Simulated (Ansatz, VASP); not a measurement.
## InGe2O2: VASP beside Ansatz

Contents of INCAR:

```
PREC     = Accurate       # precision mode
ENCUT    = 600            # plane-wave cutoff, eV
EDIFF    = 1E-6           # SCF threshold, eV
ISMEAR   = 0              # smearing method
SIGMA    = 0.1            # smearing width, eV
LREAL    = False          # projectors in reciprocal space
LASPH    = True           # aspherical terms in the spheres
NELM     = 100            # most SCF steps
ALGO     = Normal         # electronic algorithm
ISIF     = 3              # what is computed and relaxed
LWAVE    = False          # write WAVECAR
LCHARG   = False          # write CHGCAR
GGA      = PE             # functional
IBRION   = 2              # ionic algorithm
NSW      = 90             # ionic steps
EDIFFG   = -0.04          # ionic threshold
```

KPOINTS

```
Automatic mesh
0
Gamma
  6 6 4
```

Contents of POSCAR:

```
InGe2O2
1.0
    4.0089465400      0.0000000000      0.0000000000
   -2.0044732700      3.4718495500      0.0000000000
    0.0000000000      0.0000000000      6.5120399000
In Ge O
1 2 2
Direct
    0.0000000000      0.0000000000      0.0000000000
    0.6666666700      0.3333333300      0.3604586400
    0.3333333300      0.6666666700      0.6395413600
    0.6666666700      0.3333333300      0.7312604800
    0.3333333300      0.6666666700      0.2687395200
```

Input for Ansatz:

```yaml
crystal:
  lattice:
    - [4.00894654, 0.0, 0.0]
    - [-2.00447327, 3.47184955, 0.0]
    - [0.0, 0.0, 6.5120399]
  atoms:
    - { symbol: In, position: [0.0, 0.0, 0.0] }
    - { symbol: Ge, position: [0.66666667, 0.33333333, 0.36045864] }
    - { symbol: Ge, position: [0.33333333, 0.66666667, 0.63954136] }
    - { symbol: O, position: [0.66666667, 0.33333333, 0.73126048] }
    - { symbol: O, position: [0.33333333, 0.66666667, 0.26873952] }
basis:
  ecutwfc: 420
kpoints:
  mp_grid: { grid: [6, 6, 4] }
hamiltonian:
  xc: pbe
scf:
  occupations: { method: gaussian, width: 0.1 }
  lower_state_search: "off"
output:
  forces: true
  stress: true
  eigenvalues: true
relax:
  adjacent_minimum: "off"
  f_tol: 0.04
  max_steps: 70
  cell: { stress_tol: 0.4 }
```

Change from the starting cell: species swapped into the NdAl2Ge2 type (P-3m1, No. 164).

Alike in both runs: task relaxation of cell and atoms; functional PBE; k mesh 6 × 6 × 4; occupations gaussian, width 0.1 eV; no spin polarisation.

```csv
,VASP,Ansatz
version,VASP 6.6.1,Ansatz 0.2.0
potentials or method,"VASP PAW PBE potentials, release 64 (In_d, Ge_d, O), cutoff 600 eV","scalar-relativistic, plane waves, PAW"
valence electrons in the cell,53,53
```

|  | VASP | Ansatz | Ansatz less VASP |
| --- | --- | --- | --- |
| gap on the k mesh at the Fermi level, each at its own relaxed structure (eV) | none | none | - |
| relaxed volume (Å³/atom) | 16.15 | 19.25 | +3.101 |
| relaxed length of the cell vector where the two differ most in proportion (Å) | 3.181 | 3.623 | +0.4416 |

A gap of «none» marks a metal or a gap that the smearing closes. One of these differences is far larger than is usual between the two programs; its cause wasn't traced.
